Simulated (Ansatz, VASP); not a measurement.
**Mo3W: VASP beside Ansatz**

```
Mo W
1.0
     4.65442    0.00000    0.00000
     0.00000    4.65442    0.00000
     0.00000    0.00000    3.29117
Mo W
3 1
Cartesian
  2.3272 0.0000 0.0000
  2.3272 2.3272 1.6456
  0.0000 2.3272 0.0000
  0.0000 0.0000 1.6456
```

Alike in both runs: task relaxation of cell and atoms; functional PBE; k mesh 4 × 4 × 6; occupations gaussian, width 0.1 eV; no spin polarisation.

|  | VASP | Ansatz |
| --- | --- | --- |
| version | VASP 6.6.1 | Ansatz 0.2.0 |
| potentials or method | VASP PAW PBE potentials, release 64 (Mo_sv, W_sv), cutoff 600 eV | scalar-relativistic, plane waves, PAW |
| valence electrons in the cell | 56 | 56 |

```tsv
	VASP	Ansatz	Ansatz less VASP
gap on the k mesh at the Fermi level, each at its own relaxed structure (eV)	none	none	-
relaxed volume (Å³/atom)	15.93	15.90	-0.026
relaxed cell length with the largest relative difference (Å)	3.179	3.175	-0.0039
```

A gap of «none» marks a metal or a gap that the smearing closes.

Spin-orbit coupling is off throughout.
